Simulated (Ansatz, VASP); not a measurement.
One calculation of As, two programs

The input INCAR:

```
SYSTEM = As
ALGO = Normal
EDIFF = 1E-6
EDIFFG = -0.005
ENCUT = 600
GGA = PE
IBRION = 2
ISIF = 3
ISMEAR = 0
LASPH = .True.
LCHARG = .False.
LREAL = .False.
LWAVE = .False.
NELM = 80
NSW = 100
PREC = Accurate
SIGMA = 0.1
```

The input KPOINTS:

```
k-points
0
Gamma
  12 12 12
  0 0 0
```

Contents of POSCAR:

```
As
1.0
    1.8807968987      1.0858785957      3.5140619945
   -1.8807968987      1.0858785957      3.5140619945
    0.0000000000     -2.1717571915      3.5140619945
As
2
Direct
    0.7740000000      0.7740000000      0.7740000000
    0.2260000000      0.2260000000      0.2260000000
```

Input for Ansatz:

```yaml
crystal:
  lattice:
    - [1.8807968987, 1.0858785957, 3.5140619945]
    - [-1.8807968987, 1.0858785957, 3.5140619945]
    - [0.0, -2.1717571915, 3.5140619945]
  atoms:
    - { symbol: As, position: [0.774, 0.774, 0.774] }
    - { symbol: As, position: [0.226, 0.226, 0.226] }
basis:
  ecutwfc: 420
kpoints:
  mp_grid: { grid: [12, 12, 12] }
hamiltonian:
  xc: pbe
scf:
  occupations: { method: gaussian, width: 0.1 }
output:
  forces: true
  stress: true
  eigenvalues: true
  write_density: true
  write_potential: true
  elf: true
  volumetric_format: npy
relax:
  adjacent_minimum: "off"
  f_tol: 0.005
  max_steps: 80
  cell: { stress_tol: 0.05 }
```

Alike in both runs: task relaxation of cell and atoms; functional PBE; k mesh 12 × 12 × 12; occupations gaussian, width 0.1 eV; no spin polarisation.

```csv
,VASP,Ansatz
version,VASP 6.6.1,Ansatz 0.2.0
potentials or method,"VASP PAW PBE potentials, release 64 (As), cutoff 600 eV","scalar-relativistic, plane waves, PAW"
valence electrons in the cell,10,30
```

```tsv
	VASP	Ansatz	Ansatz less VASP
gap on the k mesh at the Fermi level, each at its own relaxed structure (eV)	none	none	-
relaxed volume (Å³/atom)	22.64	22.68	+0.041
relaxed cell length with the largest relative difference (Å)	4.212	4.229	+0.0173
```

A gap of «none» marks a metal or a gap that the smearing closes. VASP's potentials hold 10 valence electrons a cell and Ansatz's 30, so a difference there can come from the potentials and not from the codes.
